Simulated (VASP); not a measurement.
Write the native input for VASP 6.6.1 that does the following.

| Property | Result |
| --- | --- |
| Task | single point |
| Functional | LDA |
| Potentials or basis | VASP PAW LDA potentials, release 64 (Mg, O) |
| Cutoff | 600 eV |
| k mesh | 8 × 8 × 8 |
| Occupations | gaussian, width 0.1 eV |
| Spin | no spin polarisation |
| Dipole correction | no |
| Further INCAR settings | ALGO = Normal; EDIFF = 1e-06; NBANDS = 11 |

The structure of MgO (kl) lies in POSCAR:

```
MgO
1.0
    0.0000000000      2.0815711844      2.0815711844
    2.0815711844      0.0000000000      2.0815711844
    2.0815711844      2.0815711844      0.0000000000
Mg O
1 1
Direct
    0.0000000000      0.0000000000      0.0000000000
    0.5000000000      0.5000000000      0.5000000000
```

These files were run (other wordings do the same):

INCAR

```
PREC = Accurate
ENCUT = 600
EDIFF = 1E-6
ISMEAR = 0
SIGMA = 0.1
LREAL = False
LASPH = True
NELM = 120
ALGO = Normal
ISIF = 2
LWAVE = False
LCHARG = False
GGA = CA
NBANDS = 11
GGA_COMPAT = False
```

KPOINTS

```
Automatic mesh
0
Gamma
  8 8 8
```

Potentials or basis: VASP PAW LDA potentials, release 64 (Mg, O).

Run with:

```sh
$ cat potpaw_LDA.64/Mg/POTCAR potpaw_LDA.64/O/POTCAR > POTCAR
$ mpirun -np 1 vasp_std > vasp.out
```

Results of the run:

* Pressure: -2.4 GPa
* Band gap on the k mesh: 5.01 eV, direct

It took 5.6 s on 1 thread of Intel Xeon 8259CL, with other jobs on the host, peak memory 0.13 GiB.
